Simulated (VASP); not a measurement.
# NiO (Fm-3m) in VASP: notebook

Runs on NiO. Level: PBE+U. Tasks: single point.

All numbers are computed with VASP 6.6.1; they aren't measurements. Logs are shortened: lines on timing, memory, paths and dates and some standing lists are left out, and cuts for length are marked.

### Step 1. The cell of the first run

It takes space group Fm-3m (No. 225, cubic). The conventional cell has a = 4.183 Å, b = 4.183 Å, c = 4.183 Å, α = 90.00°, β = 90.00°, γ = 90.00°. Within 2.8 Å of Ni (site symmetry m-3m) lie 6 O at 2.09 Å. O (site symmetry m-3m) has 6 Ni at 2.09 Å within 2.8 Å.

### Step 2. Single point, PBE+U, collinear spin, antiferromagnetic start

The input, INCAR:

```
PREC = Accurate
ENCUT = 520
EDIFF = 1E-6
ISMEAR = 0
SIGMA = 0.05
LREAL = False
LASPH = True
NELM = 150
ALGO = Normal
ISIF = 2
LWAVE = False
LCHARG = False
ISPIN = 2
MAGMOM = 2 -2 0 0
LORBIT = 11
LMAXMIX = 4
LDAU = True
LDAUTYPE = 2
LDAUL = 2 -1
LDAUU = 7 0
LDAUJ = 0 0
LDAUPRINT = 1
GGA = PE
NBANDS = 28
```

The input, KPOINTS:

```
Automatic mesh
0
Gamma
  8 8 8
```

The input, POSCAR:

```
NiO
1.0
    0.0000000000      2.0913095100      2.0913095100
    2.0913095100      0.0000000000      2.0913095100
    4.1826190200      4.1826190200      0.0000000000
Ni O
2 2
Direct
    0.0000000000      0.0000000000      0.0000000000
    0.0000000000      0.0000000000      0.5000000000
    0.5000000000      0.5000000000      0.2500000000
    0.5000000000      0.5000000000      0.7500000000
```

Potentials or basis: VASP PAW PBE potentials, release 64 (Ni, O).

Launch:

```console
$ cat potpaw_PBE.64/Ni/POTCAR potpaw_PBE.64/O/POTCAR > POTCAR
$ mpirun -np 1 vasp_std > vasp.out
```

OUTCAR:

```text
PREC = Accurate
   ENCUT = 520
   EDIFF = 1E-6
   ISMEAR = 0
   LREAL = False
   LASPH = True
   NELM = 150
   ISIF = 2
   ISPIN = 2
   LORBIT = 11
   GGA = PE

 ion  position               nearest neighbor table
   1  0.000  0.000  0.000-   4 2.09   3 2.09   4 2.09   3 2.09   4 2.09   3 2.09   2 2.96   2 2.96
                             2 2.96   2 2.96   2 2.96   2 2.96
   2  0.000  0.000  0.500-   3 2.09   3 2.09   4 2.09   3 2.09   4 2.09   4 2.09   1 2.96   1 2.96
                             1 2.96   1 2.96   1 2.96   1 2.96
   3  0.500  0.500  0.250-   1 2.09   1 2.09   2 2.09   1 2.09   2 2.09   2 2.09
   4  0.500  0.500  0.750-   2 2.09   1 2.09   2 2.09   1 2.09   2 2.09   1 2.09

  LATTYP: Found a trigonal (rhomboedric) cell.
 ALAT       =     5.1226411937
 COS(alpha) =     0.8333333333

  Lattice vectors:

 A1 = (   4.1826190200,   2.0913095100,  -2.0913095100)
 A2 = (   2.0913095100,   2.0913095100,  -4.1826190200)
 A3 = (   2.0913095100,   4.1826190200,  -2.0913095100)

Analysis of symmetry for initial positions (statically):
=====================================================================
 Subroutine PRICEL returns following result:

  LATTYP: Found a face centered cubic cell.
 ALAT       =     4.1826190200
[... 12 lines left out ...]
 Subroutine GETGRP returns: Found 12 space group operations
 (whereof 12 operations were pure point group operations)
 out of a pool of 12 trial point group operations.

The static configuration has the point symmetry D_3d.

Analysis of symmetry for dynamics (positions and initial velocities):
=====================================================================
 Subroutine PRICEL returns following result:

  LATTYP: Found a face centered cubic cell.
 ALAT       =     4.1826190200
[... 12 lines left out ...]
 Subroutine GETGRP returns: Found 12 space group operations
 (whereof 12 operations were pure point group operations)
 out of a pool of 12 trial point group operations.

The dynamic configuration has the point symmetry D_3d.

Analysis of structural, dynamic, and magnetic symmetry:
=====================================================================
 Subroutine PRICEL returns following result:

  LATTYP: Found a face centered cubic cell.
 ALAT       =     4.1826190200
[... 12 lines left out ...]
 Subroutine GETGRP returns: Found 12 space group operations
 (whereof 12 operations were pure point group operations)
 out of a pool of 12 trial point group operations.

The overall configuration has the point symmetry D_3d.

 Subroutine INISYM returns: Found 12 space group operations
 (whereof 12 operations are pure point group operations),
 and found     2 'primitive' translations

----------------------------------------------------------------------------------------

                                     Primitive cell

  volume of cell :      18.2930

  direct lattice vectors                    reciprocal lattice vectors
     0.000000000  2.091309510  2.091309510    -0.239084649  0.239084649  0.239084649
     2.091309510  0.000000000  2.091309510     0.239084649 -0.239084649  0.239084649
     2.091309510  2.091309510  0.000000000     0.239084649  0.239084649 -0.239084649
[... 142 lines left out ...]

  0.9846 -0.0000  0.0003 -0.0000  0.0000
 -0.0000  0.9846  0.0001  0.0000 -0.0002
  0.0003  0.0001  0.1430  0.0001  0.0000
 -0.0000  0.0000  0.0001  0.9846  0.0002
  0.0000 -0.0002  0.0000  0.0002  0.1430

 occupancies and eigenvectors

  o =  0.1430  v =  0.0000  0.0000  0.0000  0.0000  0.0000 -0.0000 -0.0003  0.0187  0.0003 -0.9998      0.0000  0.0000  0.0000  0.0000  0.0000  0.0000  0.0000  0.0000  0.0000  0.0000
  o =  0.1430  v =  0.0000  0.0000  0.0000  0.0000  0.0000 -0.0003 -0.0002  0.9998 -0.0002  0.0187      0.0000  0.0000  0.0000  0.0000  0.0000  0.0000  0.0000  0.0000  0.0000  0.0000
  o =  0.9846  v =  0.0000  0.0000  0.0000  0.0000  0.0000  0.7163  0.0188  0.0004  0.6975  0.0002      0.0000  0.0000  0.0000  0.0000  0.0000  0.0000  0.0000  0.0000  0.0000  0.0000
  o =  0.9846  v =  0.0000  0.0000  0.0000  0.0000  0.0000 -0.3919 -0.8163 -0.0002  0.4244  0.0004      0.0000  0.0000  0.0000  0.0000  0.0000  0.0000  0.0000  0.0000  0.0000  0.0000
  o =  0.9846  v =  0.0000  0.0000  0.0000  0.0000  0.0000 -0.5774  0.5774 -0.0000  0.5774 -0.0000      0.0000  0.0000  0.0000  0.0000  0.0000  0.0000  0.0000  0.0000  0.0000  0.0000
  o =  0.9861  v =  0.5774 -0.5774 -0.0000 -0.5774 -0.0000  0.0000  0.0000  0.0000  0.0000  0.0000      0.0000  0.0000  0.0000  0.0000  0.0000  0.0000  0.0000  0.0000  0.0000  0.0000
  o =  0.9861  v =  0.1583 -0.6146  0.0001  0.7728  0.0005  0.0000  0.0000  0.0000  0.0000  0.0000      0.0000  0.0000  0.0000  0.0000  0.0000  0.0000  0.0000  0.0000  0.0000  0.0000
  o =  0.9861  v =  0.8010  0.5376  0.0005  0.2635 -0.0001  0.0000  0.0000  0.0000  0.0000  0.0000      0.0000  0.0000  0.0000  0.0000  0.0000  0.0000  0.0000  0.0000  0.0000  0.0000
  o =  1.0367  v =  0.0004  0.0002 -0.9998  0.0002  0.0219  0.0000  0.0000  0.0000  0.0000  0.0000      0.0000  0.0000  0.0000  0.0000  0.0000  0.0000  0.0000  0.0000  0.0000  0.0000
  o =  1.0367  v = -0.0000  0.0004  0.0219 -0.0004  0.9998  0.0000  0.0000  0.0000  0.0000  0.0000      0.0000  0.0000  0.0000  0.0000  0.0000  0.0000  0.0000  0.0000  0.0000  0.0000

atom =   2  type =  1  l = 2

 onsite density matrix

spin component  1

  0.9846 -0.0000  0.0003 -0.0000 -0.0000
 -0.0000  0.9846  0.0001  0.0000 -0.0002
  0.0003  0.0001  0.1430  0.0001 -0.0000
 -0.0000  0.0000  0.0001  0.9846  0.0002
 -0.0000 -0.0002 -0.0000  0.0002  0.1430

spin component  2

  0.9861  0.0000 -0.0000  0.0000  0.0000
  0.0000  0.9861 -0.0000 -0.0000  0.0000
 -0.0000 -0.0000  1.0367 -0.0000  0.0000
  0.0000 -0.0000 -0.0000  0.9861 -0.0000
  0.0000  0.0000  0.0000 -0.0000  1.0367

 occupancies and eigenvectors

  o =  0.1430  v = -0.0000  0.0003  0.0152 -0.0003  0.9999  0.0000  0.0000  0.0000  0.0000  0.0000      0.0000  0.0000  0.0000  0.0000  0.0000  0.0000  0.0000  0.0000  0.0000  0.0000
  o =  0.1430  v = -0.0003 -0.0002  0.9999 -0.0002 -0.0152  0.0000  0.0000  0.0000  0.0000  0.0000      0.0000  0.0000  0.0000  0.0000  0.0000  0.0000  0.0000  0.0000  0.0000  0.0000
  o =  0.9846  v = -0.8149 -0.4518 -0.0004 -0.3631  0.0000  0.0000  0.0000  0.0000  0.0000  0.0000      0.0000  0.0000  0.0000  0.0000  0.0000  0.0000  0.0000  0.0000  0.0000  0.0000
  o =  0.9846  v =  0.0512 -0.6801  0.0000  0.7313  0.0004  0.0000  0.0000  0.0000  0.0000  0.0000      0.0000  0.0000  0.0000  0.0000  0.0000  0.0000  0.0000  0.0000  0.0000  0.0000
  o =  0.9846  v = -0.5774  0.5774  0.0000  0.5774  0.0000  0.0000  0.0000  0.0000  0.0000  0.0000      0.0000  0.0000  0.0000  0.0000  0.0000  0.0000  0.0000  0.0000  0.0000  0.0000
  o =  0.9861  v =  0.0000  0.0000  0.0000  0.0000  0.0000 -0.5774  0.5774 -0.0000  0.5774  0.0000      0.0000  0.0000  0.0000  0.0000  0.0000  0.0000  0.0000  0.0000  0.0000  0.0000
  o =  0.9861  v =  0.0000  0.0000  0.0000  0.0000  0.0000  0.5631 -0.2304  0.0004  0.7936  0.0004      0.0000  0.0000  0.0000  0.0000  0.0000  0.0000  0.0000  0.0000  0.0000  0.0000
  o =  0.9861  v =  0.0000  0.0000  0.0000  0.0000  0.0000  0.5912  0.7833  0.0004 -0.1921 -0.0004      0.0000  0.0000  0.0000  0.0000  0.0000  0.0000  0.0000  0.0000  0.0000  0.0000
  o =  1.0367  v =  0.0000  0.0000  0.0000  0.0000  0.0000 -0.0004 -0.0002  1.0000 -0.0002 -0.0000      0.0000  0.0000  0.0000  0.0000  0.0000  0.0000  0.0000  0.0000  0.0000  0.0000
  o =  1.0367  v =  0.0000  0.0000  0.0000  0.0000  0.0000  0.0000  0.0004  0.0000 -0.0004  1.0000      0.0000  0.0000  0.0000  0.0000  0.0000  0.0000  0.0000  0.0000  0.0000  0.0000

 number of electron      32.0000011 magnetization      -0.0000000

 Free energy of the ion-electron system (eV)
  ---------------------------------------------------
  ext. energy  EPLUGINS =         0.00000000
  ---------------------------------------------------
  free energy    TOTEN  =       -20.25617680 eV

  energy without entropy =      -20.25617680  energy(sigma->0) =      -20.25617680

 E-fermi :   6.4711     XC(G=0): -12.6167

 val. band max:        6.1654482836   @ k =   0.0000   0.0000   0.5000
 cond. band min:       9.6319546208   @ k =   0.0000   0.0000   0.0000
 fundamental gap:      3.4665063372
 Fermi energy:         6.4711115468

 spin component 1

 k-point     1 :       0.0000    0.0000    0.0000
  band No.  band energies     occupation
      1     -11.9636      1.00000
      2     -10.5247      1.00000
      3      -0.8524      1.00000
      4      -0.4079      1.00000
      5      -0.4078      1.00000
      6       1.5450      1.00000
[... 1481 lines left out ...]
     27      24.6427      0.00000
     28      28.1929      0.00000

 [... further k-points ...]

------------------------ aborting loop because EDIFF is reached ----------------------------------------

  FORCE on cell =-STRESS in cart. coord.  units (eV):
  Direction    XX          YY          ZZ          XY          YZ          ZX
  --------------------------------------------------------------------------------------
  -------------------------------------------------------------------------------------
  Total       -0.1420011     -0.1420011     -0.1420011     -0.0139127      0.0139127      0.0139127
  in kB       -6.2185234     -6.2185234     -6.2185234     -0.6092680      0.6092680      0.6092680
  external PRESSURE =      -6.2185234 kB  Pullay stress =       0.0000000 kB

 VOLUME and BASIS-vectors are now :
 -----------------------------------------------------------------------------
  energy-cutoff  :      520.00
  volume of cell :       36.59
      direct lattice vectors                 reciprocal lattice vectors
     0.000000000  2.091309510  2.091309510    -0.239084649  0.239084649  0.239084649
     2.091309510  0.000000000  2.091309510     0.239084649 -0.239084649  0.239084649
     4.182619020  4.182619020  0.000000000     0.119542324  0.119542324 -0.119542324

 POSITION                                       TOTAL-FORCE (eV/Angst)
 -----------------------------------------------------------------------------------
      0.00000      0.00000      0.00000         0.000000      0.000000      0.000000
      2.09131      2.09131      0.00000        -0.000000      0.000000     -0.000000
      2.09131      2.09131      2.09131         0.000000      0.000000      0.000000
      4.18262      4.18262      2.09131        -0.000000     -0.000000     -0.000000
 -----------------------------------------------------------------------------------
    total drift:                                0.000000     -0.000000     -0.000000

  FREE ENERGIE OF THE ION-ELECTRON SYSTEM (eV)
  ---------------------------------------------------
  free  energy   TOTEN  =       -20.2561767983 eV

  energy  without entropy=      -20.2561767983  energy(sigma->0) =      -20.25617680

 total charge

# of ion       s       p       d       tot
------------------------------------------
    1        0.341   0.421   8.243   9.006
    2        0.341   0.421   8.243   9.006
    3        1.549   3.477   0.000   5.026
    4        1.549   3.477   0.000   5.026
--------------------------------------------------
tot          3.780   7.797  16.486  28.063

 magnetization (x)

# of ion       s       p       d       tot
------------------------------------------
    1       -0.001  -0.004   1.789   1.785
    2        0.001   0.004  -1.789  -1.785
    3        0.000   0.000   0.000   0.000
    4        0.000   0.000   0.000   0.000
--------------------------------------------------
tot          0.000   0.000   0.000   0.000
```

Run time: 87 s. Hardware: 1 thread of Intel Xeon 6975P-C (Granite Rapids), shared host; peak memory 0.24 GiB.

What came out:

| Item | Value |
| --- | --- |
| Free energy | -20.2562 eV |
| Pressure | -0.6 GPa |
| Band gap on the k mesh | 3.47 eV |
| Net moment | 0.00 μB per cell |
| Site moments | Ni +1.78, -1.78; O +0.00 μB |
| Valence electrons inside the program's atomic spheres | Ni 9.01; O 5.03 |

Eigenvalues of the final occupation matrices:
| site | spin | trace | eigenvalues |
| --- | --- | --- | --- |
| site 1 d | 1 | 5.03 | 0.99 0.99 0.99 1.04 1.04 |
| site 1 d | 2 | 3.24 | 0.14 0.14 0.98 0.98 0.98 |
| site 2 d | 1 | 3.24 | 0.14 0.14 0.98 0.98 0.98 |
| site 2 d | 2 | 5.03 | 0.99 0.99 0.99 1.04 1.04 |

(Continued in part 2 of 2.)
